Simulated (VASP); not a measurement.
Wanted: the native input for a VASP 6.6.1 run.

```
Task                   : single point
Functional             : b88 exchange, pbe correlation
Potentials or basis    : VASP PAW PBE potentials, release 64 (Sn_d)
Cutoff                 : 500 eV
k mesh                 : 9 × 9 × 9
Occupations            : tetrahedron
Spin                   : no spin polarisation
Dipole correction      : no
Further INCAR settings : ALGO = Normal; EDIFF = 1e-06; NBANDS = 21
```

The structure of Sn lies in POSCAR:

```
Sn
1.0
   -2.9401404553      2.9401404553      1.5993019889
    2.9401404553     -2.9401404553      1.5993019889
    2.9401404553      2.9401404553     -1.5993019889
Sn
2
Direct
    0.0000000000      0.0000000000      0.0000000000
    0.7500000000      0.2500000000      0.5000000000
```

These files were run (other wordings do the same):

INCAR

```
  PREC = Accurate
  ENCUT = 500
  EDIFF = 1E-6
  ISMEAR = -5
  SIGMA = 0.1
  LREAL = F
  LASPH = T
  NELM = 120
  ALGO = Normal
  ISIF = 2
  LWAVE = F
  LCHARG = F
  GGA = LIBXC
  LIBXC1 = GGA_X_B88
  LIBXC2 = GGA_C_PBE
  NBANDS = 21
  GGA_COMPAT = F
```

KPOINTS

```
Automatic mesh
0
Gamma
  9 9 9
```

Potentials or basis: VASP PAW PBE potentials, release 64 (Sn_d).

Command:

```bash
$ cat potpaw_PBE.64/Sn_d/POTCAR > POTCAR
$ mpirun -np 1 vasp_std > vasp.out
```

Results of the run:

- Pressure: 1.2 GPa
- Band gap on the k mesh: zero (bands 14 and 15 overlap by 3.96 eV)

Caveat: the PAW data sets were made with another functional, which shifts forces and pressure a little; spin-orbit coupling is left out, which moves the levels of the heavy elements; tetrahedron occupations give inexact forces and stress in metals.

Run time: 60 s on 1 thread of AMD EPYC 7R43 64-Core Processor (Zen 3), on a shared host, peak memory 0.18 GiB.
